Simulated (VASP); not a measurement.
Wanted: the native input for a VASP 6.6.1 run.

```yaml
Task: electric field gradients
Functional: PBE
Potentials_or_basis: VASP PAW PBE potentials, release 64 (Be, Te)
Cutoff: 520 eV
k_mesh: 3 × 3 × 3
Occupations: gaussian, width 0.01 eV
Spin: no spin polarisation
Dipole_correction: no
Further_INCAR_settings: LREAL = Auto; ALGO = Normal; EDIFF = 1e-08; NBANDS = 46
```

The structure of BeTe lies in POSCAR:

```
BeTe
1.0
    0.0000000000      5.6629175752      5.6629175752
    5.6629175752      0.0000000000      5.6629175752
    5.6629175752      5.6629175752      0.0000000000
Be Te
8 8
Direct
    0.0000000000      0.0000000000      0.0000000000
    0.0000000000      0.0000000000      0.5000000000
    0.0000000000      0.5000000000      0.0000000000
    0.0000000000      0.5000000000      0.5000000000
    0.5000000000      0.0000000000      0.0000000000
    0.5000000000      0.0000000000      0.5000000000
    0.5000000000      0.5000000000      0.0000000000
    0.5000000000      0.5000000000      0.5000000000
    0.1250000000      0.1250000000      0.1250000000
    0.1250000000      0.1250000000      0.6250000000
    0.1250000000      0.6250000000      0.1250000000
    0.1250000000      0.6250000000      0.6250000000
    0.6250000000      0.1250000000      0.1250000000
    0.6250000000      0.1250000000      0.6250000000
    0.6250000000      0.6250000000      0.1250000000
    0.6250000000      0.6250000000      0.6250000000
```

One way to write it, as run:

INCAR

```
SYSTEM = BeTe
PREC     = Accurate       ! precision mode
ENCUT    = 520            ! plane-wave cutoff, eV
EDIFF    = 1E-8           ! SCF threshold, eV
ISMEAR   = 0              ! smearing method
SIGMA    = 0.01           ! smearing width, eV
LREAL    = Auto         
LASPH    = .True.         ! aspherical terms in the spheres
NELM     = 100            ! most SCF steps
ALGO     = Normal         ! electronic algorithm
ISIF     = 2              ! what is computed and relaxed
LWAVE    = .False.        ! write WAVECAR
LCHARG   = .False.        ! write CHGCAR
GGA      = PE             ! functional
LEFG     = .True.       
NBANDS   = 46             ! bands
```

KPOINTS

```
regular mesh
0
Gamma
  3 3 3
  0 0 0
```

Potentials or basis: VASP PAW PBE potentials, release 64 (Be, Te).

The run is started by

```sh
$ cat potpaw_PBE.64/Be/POTCAR potpaw_PBE.64/Te/POTCAR > POTCAR
$ mpirun -np 1 vasp_std > vasp.out
```

It gave:

| Quantity | Value |
| --- | --- |
| Pressure | 0.2 GPa |
| Band gap on the k mesh | 2.01 eV |

Caveat: without QUAD_EFG the Cq values of the log hold for a quadrupole moment of 1 mb, not for the nuclei; spin-orbit coupling is left out, which moves the levels of the heavy elements.

It took 4.4 min on 1 thread of Intel Xeon 8259CL, on a shared host, peak memory 0.48 GiB.
